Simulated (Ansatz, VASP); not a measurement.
**AgO in VASP and in Ansatz**

File INCAR:

```
SYSTEM = AgO
ALGO = Normal
EDIFF = 1E-6
ENCUT = 520
GGA = PS
ISIF = 2
ISMEAR = 0
LASPH = .True.
LCHARG = .True.
LELF = .True.
LREAL = .False.
LVHAR = .True.
LWAVE = .False.
NBANDS = 16
NELM = 80
PREC = Accurate
SIGMA = 0.15
```

The input KPOINTS:

```
k-points
0
Gamma
  18 18 18
  0 0 0
```

The input POSCAR:

```
AgO
1.0
    0.0000000000      2.5284000000      2.3478000000
    2.5284000000      0.0000000000      2.3478000000
    2.5284000000      2.5284000000      0.0000000000
Ag O
1 1
Direct
    0.0000000000      0.0000000000      0.0000000000
    0.7500000000      0.7500000000      0.7500000000
```

Input for Ansatz:

```yaml
crystal:
  lattice:
    - [0.0, 2.5284, 2.3478]
    - [2.5284, 0.0, 2.3478]
    - [2.5284, 2.5284, 0.0]
  atoms:
    - { symbol: Ag, position: [0.0, 0.0, 0.0] }
    - { symbol: O, position: [0.75, 0.75, 0.75] }
basis:
  ecutwfc: 420
kpoints:
  mp_grid: { grid: [18, 18, 18] }
hamiltonian:
  xc: pbesol
scf:
  occupations: { method: gaussian, width: 0.15 }
output:
  forces: true
  stress: true
  eigenvalues: true
```

Change from the starting cell: strain +0.050 along x and y, -0.025 along z, atoms carried along.

Alike in both runs: task single point; functional PBEsol; k mesh 18 × 18 × 18; occupations gaussian, width 0.15 eV; no spin polarisation.

|  | VASP | Ansatz |
| --- | --- | --- |
| version | VASP 6.6.1 | Ansatz 0.2.0 |
| potentials or method | VASP PAW PBE potentials, release 64 (Ag, O), cutoff 520 eV | scalar-relativistic, plane waves, PAW |
| valence electrons in the cell | 17 | 25 |

|  | VASP | Ansatz | Ansatz less VASP |
| --- | --- | --- | --- |
| gap on the k mesh at the Fermi level (eV) | none | none | - |
| pressure (GPa) | 0.6 | 0.8 | +0.19 |
| traceless stress, the component that is largest in VASP (GPa) | -0.53 | -0.53 | -0.004 |

VASP's potentials were made for PBE, not for PBEsol. A gap of «none» marks a metal or a gap that the smearing closes. VASP's potentials hold 17 valence electrons a cell and Ansatz's 25, so a difference there can come from the potentials and not from the codes.
